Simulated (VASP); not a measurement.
# ZnSe: electric field gradients with PBE

**What was measured.**

“Alloy Disordering Effects on the Thermal Conductivity and Energy Gap Temperature Dependence of Cd1−xZnxSe Ternary Crystals Grown by the Bridgman Method”, 2023, pmc:10253836 reports, for a bulk crystal of ZnSe at 300 K: band gap 2.695 ± 0.003 eV (an exciton energy, a little under the gap).

The system is ZnSe.

```
Zn Se
1.0
     0.00000    2.83380    2.83380
     2.83380    0.00000    2.83380
     2.83380    2.83380    0.00000
Zn Se
1 1
Direct
  0.00000 0.00000 0.00000
  0.75000 0.75000 0.75000
```

```json
{
  "Program": "VASP 6.6.1",
  "Task": "electric field gradients",
  "Functional": "PBE",
  "Potentials or basis": "VASP PAW PBE potentials, release 64 (Zn, Se)",
  "Cutoff": "520 eV",
  "k mesh": "8 × 8 × 8",
  "Occupations": "fermi-dirac, width 0.03 eV",
  "Spin": "no spin polarisation",
  "Dipole correction": "no",
  "Further INCAR settings": "ALGO = Normal; EDIFF = 1e-08; NBANDS = 16"
}
```

* Pressure: 2.3 GPa
* Band gap on the k mesh: 1.29 eV, direct

Levels at points of the mesh, in eV from the valence-band top:
```tsv
k point	band 6	band 7	band 8	band 9	band 10	band 11	band 12	band 13
(0.00, 0.00, 0.00)	-6.18	0.00	0.00	0.00	1.29	5.80	5.80	5.80
(0.50, 0.00, 0.00)	-6.02	-5.23	-0.87	-0.87	2.54	6.38	6.38	8.58
(0.50, 0.50, 0.00)	-6.00	-4.75	-2.19	-2.19	2.98	3.46	10.74	11.25
```

Run time: 34 s on 1 thread of AMD EPYC 7R43 64-Core Processor (Zen 3), on a shared host, peak memory 0.13 GiB.

A measured gap of ZnSe is 2.695 eV (an exciton energy, a little under the gap; 300 K; “Alloy Disordering Effects on the Thermal Conductivity and Energy Gap Temperature Dependence of Cd1−xZnxSe Ternary Crystals Grown by the Bridgman Method”, 2023, pmc:10253836); the calculated 1.29 eV misses it by -1.40 eV. So large a miss can be the level of theory's own, or it may mean another phase, state or a wrong row. Spin-orbit coupling on Se is left out. The value is that of PBE, without temperature or zero-point motion. Semilocal functionals fall short of measured gaps as a rule.

Caveat: without QUAD_EFG the Cq values of the log hold for a quadrupole moment of 1 mb, not for the nuclei.
